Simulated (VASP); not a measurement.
# B4Pb5O11 in VASP: notebook

Runs on B4Pb5O11. Level: PBE. Tasks: single point.

Program: VASP 6.6.1. These are calculated values, not measurements. Logs are shortened: lines on timing, memory, paths and dates and some standing lists are left out, and cuts for length are marked.

## Step 1: The cell of the first run

The cell holds a disordered packing, 20 atoms: a = 6.970 Å, b = 6.799 Å, c = 6.978 Å, α = 90.71°, β = 94.91°, γ = 92.82°.

## Step 2: Single point, PBE

File INCAR:

```
PREC = Accurate
ENCUT = 520
EDIFF = 1E-6
ISMEAR = -1
SIGMA = 0.1172
LREAL = Auto
LASPH = True
NELM = 100
ALGO = Normal
ISIF = 2
LWAVE = False
LCHARG = False
GGA = PE
NBANDS = 90
ISYM = 0
```

File KPOINTS:

```
regular mesh
0
Gamma
  1 1 1
```

File POSCAR:

```
B4Pb5O11
1.0
    6.9609960000     -0.1702740000     -0.2994950000
   -0.1702740000      6.7969110000     -0.0464410000
   -0.2994950000     -0.0464410000      6.9712270000
Pb O B
5 11 4
Direct
    0.6142678885      0.2702949000      0.2394334493
    0.4121600925      0.6437748153      0.4358858825
    0.1998601310      0.2528173301      0.9757737339
    0.7568896445      0.5133253493      0.7983266083
    0.9746421122      0.8864531196      0.4671895218
    0.1682449398      0.4013839243      0.2599011894
   -0.0000092130      0.6521883269      0.9939403090
    0.6049754373      0.1253107392      0.8856690041
   -0.0766528642      0.9856693049      0.8939844189
    0.7325796302      1.0635669502      0.6167317531
    0.0851288366      0.5670457861      0.5323639345
    0.0183753822      0.2623120125      0.5697024881
    0.2163015728      0.9163747739      0.1123844627
    0.6908228468      0.5818356609      0.2473683641
    0.6311822322      0.7869226778      0.7691798587
    0.4523939268      0.2374205728      0.5414306216
    0.0558369569      0.8467095635      0.0335471687
    0.5972250793      0.1942336830      0.6713282083
    0.7366168260      0.9760817498      0.7984989255
    0.0891762029      0.3687143948      0.4407643435
```

Potentials or basis: VASP PAW PBE potentials, release 64 (Pb_d, O, B).

The run is started by

```
$ cat potpaw_PBE.64/Pb_d/POTCAR potpaw_PBE.64/O/POTCAR potpaw_PBE.64/B/POTCAR > POTCAR
$ mpirun -np 1 vasp_gam > vasp.out
```

OUTCAR:

```text
PREC = Accurate
   ENCUT = 520
   EDIFF = 1E-6
   ISMEAR = -1
   LREAL = Auto
   LASPH = True
   NELM = 100
   ISIF = 2
   GGA = PE
   ISYM = 0

 ion  position               nearest neighbor table
   1  0.614  0.270  0.239-  14 2.16  16 2.48   8 2.64  18 3.08   3 3.29   2 3.30   4 3.70   5 3.96

   2  0.412  0.644  0.436-  11 2.46  14 2.49   6 2.54  15 2.81  20 2.86  16 2.89   1 3.30   4 3.49
                             5 3.56
   3  0.200  0.253  0.976-   6 2.25  13 2.49   9 2.60  17 2.94  12 3.01   1 3.29   4 3.76
   4  0.757  0.513  0.798-  15 2.10   7 2.24  18 2.51   8 2.89   2 3.49   1 3.70   3 3.76   5 3.80

   5  0.975  0.886  0.467-  11 2.38  10 2.42  12 2.64  19 3.03  17 3.14   2 3.56   4 3.80   1 3.96

   6  0.168  0.401  0.260-  20 1.44   3 2.25   2 2.54
   7  1.000  0.652  0.994-  17 1.38   4 2.24
   8  0.605  0.125  0.886-  19 1.55  18 1.57   1 2.64   4 2.89
   9  0.923  0.986  0.894-  19 1.41  17 1.63   3 2.60
  10  0.733  0.064  0.617-  18 1.40  19 1.41   5 2.42
  11  0.085  0.567  0.532-  20 1.49   5 2.38   2 2.46
  12  0.018  0.262  0.570-  20 1.28   5 2.64   3 3.01
  13  0.216  0.916  0.112-  17 1.27   3 2.49
  14  0.691  0.582  0.247-   1 2.16   2 2.49
  15  0.631  0.787  0.769-  19 1.45   4 2.10   2 2.81
  16  0.452  0.237  0.541-  18 1.34   1 2.48   2 2.89
  17  0.056  0.847  0.034-  13 1.27   7 1.38   9 1.63   3 2.94   5 3.14
  18  0.597  0.194  0.671-  16 1.34  10 1.40   8 1.57  19 1.99   4 2.51   1 3.08
  19  0.737  0.976  0.798-  10 1.41   9 1.41  15 1.45   8 1.55  18 1.99   5 3.03
  20  0.089  0.369  0.441-  12 1.28   6 1.44  11 1.49   2 2.86

IMPORTANT INFORMATION: All symmetrisations will be switched off!
NOSYMM: (Re-)initialisation of all symmetry stuff for point group C_1.

----------------------------------------------------------------------------------------

                                     Primitive cell

  volume of cell :     329.0000

  direct lattice vectors                    reciprocal lattice vectors
     6.960996000 -0.170274000 -0.299495000     0.144014136  0.003650236  0.006211394
    -0.170274000  6.796911000 -0.046441000     0.003650236  0.147224875  0.001137604
    -0.299495000 -0.046441000  6.971227000     0.006211394  0.001137604  0.143721200

  length of vectors
     6.969516181  6.799202096  6.977811971     0.144194233  0.147274513  0.143859859

  position of ions in fractional coordinates (direct lattice)
     0.614267889  0.270294900  0.239433449
     0.412160093  0.643774815  0.435885883
     0.199860131  0.252817330  0.975773734
     0.756889644  0.513325349  0.798326608
     0.974642112  0.886453120  0.467189522
     0.168244940  0.401383924  0.259901189
[... 12 lines left out ...]
     0.736616826  0.976081750  0.798498925
     0.089176203  0.368714395  0.440764343

  ion indices of the primitive-cell ions
   primitive index   ion index
                 1           1
                 2           2
                 3           3
                 4           4
                 5           5
                 6           6
[... 12 lines left out ...]
                19          19
                20          20

----------------------------------------------------------------------------------------

 KPOINTS: regular mesh

Automatic generation of k-mesh.
 Grid dimensions read from file:
 generate k-points for:    1    1    1

 Generating k-lattice:

  Cartesian coordinates                     Fractional coordinates (reciprocal lattice)
     0.144014136  0.003650236  0.006211394     1.000000000  0.000000000  0.000000000
     0.003650236  0.147224875  0.001137604    -0.000000000  1.000000000  0.000000000
     0.006211394  0.001137604  0.143721200     0.000000000  0.000000000  1.000000000

  Length of vectors
     0.144194233  0.147274513  0.143859859

  Shift w.r.t. Gamma in fractional coordinates (k-lattice)
     0.000000000  0.000000000  0.000000000

 Subroutine IBZKPT returns following result:
 ===========================================

 Found      1 irreducible k-points:

 Following reciprocal coordinates:
            Coordinates               Weight
  0.000000  0.000000  0.000000      1.000000
   k-points           NKPTS =      1   k-points in BZ     NKDIM =      1   number of bands    NBANDS=     90
   number of dos      NEDOS =    301   number of ions     NIONS =     20
   total plane-waves  NPLWV = 157464
   dimension x,y,z NGX =    54 NGY =   54 NGZ =   54
   dimension x,y,z NGXF=   108 NGYF=  108 NGZF=  108
   ions per type =               5  11   4
   NGX,Y,Z   is equivalent  to a cutoff of  12.88, 13.20, 12.87 a.u.
   NGXF,Y,Z  is equivalent  to a cutoff of  25.76, 26.41, 25.73 a.u.
 SYSTEM =  unknown system
   PREC   = accura    normal or accurate (medium, high low for compatibility)
   ISTART =      0    job   : 0-new  1-cont  2-samecut
   ICHARG =      2    charge: 1-file 2-atom 10-const
   ISPIN  =      1    spin polarized calculation?
   LNONCOLLINEAR =      F non collinear calculations
   LSORBIT =      F    spin-orbit coupling
   LASPH  =      T    aspherical Exc in radial PAW
   ENCUT  =  520.0 eV  38.22 Ry    6.18 a.u.  12.96 12.64 12.97*2*pi/ulx,y,z
   NELM   =    100;   NELMIN=  2; NELMDL= -5     # of ELM steps
   EDIFF  = 0.1E-05   stopping-criterion for ELM
   LREAL  =      T    real-space projection
   EDIFFG = 0.1E-04   stopping-criterion for IOM
   NSW    =      0    number of steps for IOM
   IBRION =     -1    ionic relax: 0-MD 1-quasi-New 2-CG
   NFREE  =      0    steps in history (QN), initial steepest desc. (CG)
   ISIF   =      2    stress and relaxation
   ISYM   =      0    0-nonsym 1-usesym 2-fastsym
   POTIM  = 0.5000    time-step for ionic-motion
   TEBEG  =    0.0;   TEEND  =   0.0 temperature during run
   PSTRESS=    0.0 pullay stress
   NELECT =     148.0000    total number of electrons
   NUPDOWN=      -1.0000    fix difference up-down
   EMIN   =  10.00;   EMAX   =-10.00  energy-range for DOS
   EFERMI =   0.00;   METHOD = LEGACY
   ISMEAR =    -1;   SIGMA  =   0.12  broadening in eV -4-tet -1-fermi 0-gaus
   EFERMI_NEDOS =   21; number of points for ismear=-14 and -15
   IALGO  =     38    algorithm
   IMIX   =      4    mixing-type and parameters
     AMIX     =   0.40;   BMIX     =  1.00
     AMIX_MAG =   1.60;   BMIX_MAG =  1.00
  volume/ion in A,a.u.               =      16.45       111.01
  Fermi-wavevector in a.u.,A,eV,Ry     =   1.254383  2.370440 21.408444  1.573476
  Thomas-Fermi vector in A             =   2.388190
   LORBIT       =      0    0 simple, 1 ext, 2 COOP (PROOUT), +10 PAW based schemes
   GGA     = PE    functional components
   LHFCALC =     F    Hartree Fock is set to
   AEXX    =    0.0000 exact exchange contribution
   IVDW    =     0    specifies the selected vdW correction
   LEPSILON=     F    determine dielectric tensor
   LRPA    =     F    only Hartree local field effects (RPA)
 non-spin polarized calculation
  energy-cutoff  :      520.00
  volume of cell :      329.00
 maximum number of plane-waves:      4414
 NGX is ok and might be reduce to    50
   NGX = 25   NGY = 25   NGZ = 25

 number of electron     147.9999996 magnetization

 Free energy of the ion-electron system (eV)
  ---------------------------------------------------
  ext. energy  EPLUGINS =         0.00000000
  ---------------------------------------------------
  free energy    TOTEN  =      -127.23877596 eV

  energy without entropy =     -127.22976987  energy(sigma->0) =     -127.23427292

 E-fermi :   3.5168     XC(G=0):  -9.1728

 val. band max:        2.8218994176   @ k =   0.0000   0.0000   0.0000
 cond. band min:       4.2075046082   @ k =   0.0000   0.0000   0.0000
 fundamental gap:      1.3856051906
 Fermi energy:         3.5167849110

 k-point     1 :       0.0000    0.0000    0.0000
  band No.  band energies     occupation
      1     -18.5278      2.00000
      2     -16.5837      2.00000
      3     -16.1567      2.00000
      4     -15.9338      2.00000
      5     -15.6488      2.00000
      6     -15.4297      2.00000
[... 78 lines left out ...]
     85       8.1638      0.00000
     86       8.2888      0.00000
 [bands above 86 left out]

------------------------ aborting loop because EDIFF is reached ----------------------------------------

  FORCE on cell =-STRESS in cart. coord.  units (eV):
  Direction    XX          YY          ZZ          XY          YZ          ZX
  --------------------------------------------------------------------------------------
  -------------------------------------------------------------------------------------
  Total       10.3208540      5.2977463     -2.2122253      0.7768256     -6.1022226     -0.0135511
  in kB       50.2609044     25.7991754    -10.7731827      3.7830162    -29.7168457     -0.0659914
  external PRESSURE =      21.7622991 kB  Pullay stress =       0.0000000 kB

 VOLUME and BASIS-vectors are now :
 -----------------------------------------------------------------------------
  energy-cutoff  :      520.00
  volume of cell :      329.00
      direct lattice vectors                 reciprocal lattice vectors
     6.960996000 -0.170274000 -0.299495000     0.144014136  0.003650236  0.006211394
    -0.170274000  6.796911000 -0.046441000     0.003650236  0.147224875  0.001137604
    -0.299495000 -0.046441000  6.971227000     0.006211394  0.001137604  0.143721200

 POSITION                                       TOTAL-FORCE (eV/Angst)
 -----------------------------------------------------------------------------------
      4.15818      1.72146      1.47262         0.998371     -0.621388      0.398811
      2.62888      4.28526      2.88532        -0.113602      0.845451     -0.308599
      1.05594      1.63903      6.73074        -0.607928     -0.284645     -0.782604
      4.94220      3.32307      5.31479         1.381853      0.711595      0.939280
      6.49362      5.83749      2.92382         0.423965      0.098330     -0.572970
      1.02497      2.68745      1.74280        -0.141668     -1.905954      0.842525
[... 12 lines left out ...]
      4.72224      6.47183      5.30057        -1.548295     -1.282321      1.939249
      0.42597      2.47047      3.02884         0.559474      4.637704     -0.107127
 -----------------------------------------------------------------------------------
    total drift:                                0.007174     -0.000762      0.020812

  FREE ENERGIE OF THE ION-ELECTRON SYSTEM (eV)
  ---------------------------------------------------
  free  energy   TOTEN  =      -127.2387759611 eV

  energy  without entropy=     -127.2297698690  energy(sigma->0) =     -127.23427292
```

Run time: 2.2 min. Hardware: 1 thread of Intel Xeon 8259CL, shared host; peak memory 0.36 GiB.

What came out:

```yaml
Free_energy: -127.2388 eV
Pressure: 2.2 GPa
Largest_force: 6.555 eV/Å
```

Forces in eV/Å, atoms in the order of the input:
```
Pb   0.998 -0.621  0.399
Pb  -0.114  0.845 -0.309
Pb  -0.608 -0.285 -0.783
Pb   1.382  0.712  0.939
Pb   0.424  0.098 -0.573
O   -0.142 -1.906  0.843
O    0.276  0.039  0.298
O   -0.535  1.440 -1.901
O    3.051 -0.427  2.443
O   -0.848  1.387 -1.615
O    0.273  1.634 -0.102
O    0.129 -4.507 -0.254
O    2.130  2.277  2.015
O   -0.834 -0.498  0.457
O    0.174  0.006 -0.162
O   -0.005  1.639  0.402
B   -3.837 -2.592 -4.640
B   -0.927 -2.597  0.709
B   -1.548 -1.282  1.939
B    0.559  4.638 -0.107
```

Levels at points of the mesh, in eV from the Fermi level:
| k point | band 72 | band 73 | band 74 | band 75 | band 76 | band 77 |
| --- | --- | --- | --- | --- | --- | --- |
| (0.00, 0.00, 0.00) | -1.40 | -1.09 | -0.69 | 0.69 | 1.53 | 1.93 |

Caveat: the k points lie up to 0.93 Å⁻¹ apart; the atoms stand as in a frame of molecular dynamics; spin-orbit coupling is left out, which moves the levels of the heavy elements.

(Continued in part 2 of 3.)
